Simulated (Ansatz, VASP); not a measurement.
One calculation of PbSe, two programs

File POSCAR:

```
PbSe
1.0
    0.0000000000      2.9767539910      2.9767539910
    2.9767539910      0.0000000000      2.9767539910
    2.9767539910      2.9767539910      0.0000000000
Pb Se
1 1
Direct
    0.0000000000      0.0000000000      0.0000000000
    0.5000000000      0.5000000000      0.5000000000
```

Contents of INCAR.step1:

```
SYSTEM = PbSe
PREC = Accurate ; ENCUT = 520
ISMEAR = 0 ; SIGMA = 0.01
LREAL = .FALSE. ; LASPH = .TRUE.
NELM = 100 ; NBANDS = 17
GGA = PE ; ALGO = Normal
EDIFF = 1E-4 ; LWAVE = .TRUE.
LCHARG = .FALSE.
```

File INCAR.step2:

```
SYSTEM = PbSe
PREC = Accurate ; ENCUT = 520
EDIFF = 1E-6 ; ISMEAR = 0
SIGMA = 0.01 ; LREAL = .FALSE.
LASPH = .TRUE. ; NELM = 100
ALGO = Normal ; ISIF = 2
LWAVE = .FALSE. ; LCHARG = .FALSE.
METAGGA = R2SCAN ; LMIXTAU = .TRUE.
NBANDS = 17 ; ISTART = 1
```

KPOINTS

```
regular mesh
0
G
  6 6 6
  0 0 0
```

Input for Ansatz:

```yaml
crystal:
  lattice:
    - [0.0, 2.9767539909667415, 2.9767539909667415]
    - [2.9767539909667415, 0.0, 2.9767539909667415]
    - [2.9767539909667415, 2.9767539909667415, 0.0]
  atoms:
    - { symbol: Pb, position: [0.0, 0.0, 0.0] }
    - { symbol: Se, position: [0.5, 0.5, 0.5] }
basis:
  ecutwfc: 503.410645550778
kpoints:
  mp_grid:
    grid: [6, 6, 6]
hamiltonian:
  xc: r2scan
scf:
  max_iter: 95
  convergence:
    dr2_threshold: 1.0e-09
  occupations:
    method: fixed
output:
  stress: true
```

Alike in both runs: task single point; functional r2SCAN; k mesh 6 × 6 × 6; no spin polarisation.

```csv
,VASP,Ansatz
version,VASP 6.6.1,Ansatz 0.2.0
potentials or method,"VASP PAW PBE potentials, release 64 (Pb_d, Se), cutoff 520 eV","plane waves, PAW"
occupations,"gaussian, width 0.01 eV",fixed
valence electrons in the cell,20,30
```

Ansatz gave:

- pressure (GPa): 7.2

Estimate VASP's values.

pressure (GPa): 7.3.

VASP's potentials were made for PBE, not for r2SCAN. VASP's potentials hold 20 valence electrons a cell and Ansatz's 30, so a difference there can come from the potentials and not from the codes. Ansatz's warnings: stress scf threshold loose.

Neither program's run includes spin-orbit coupling.
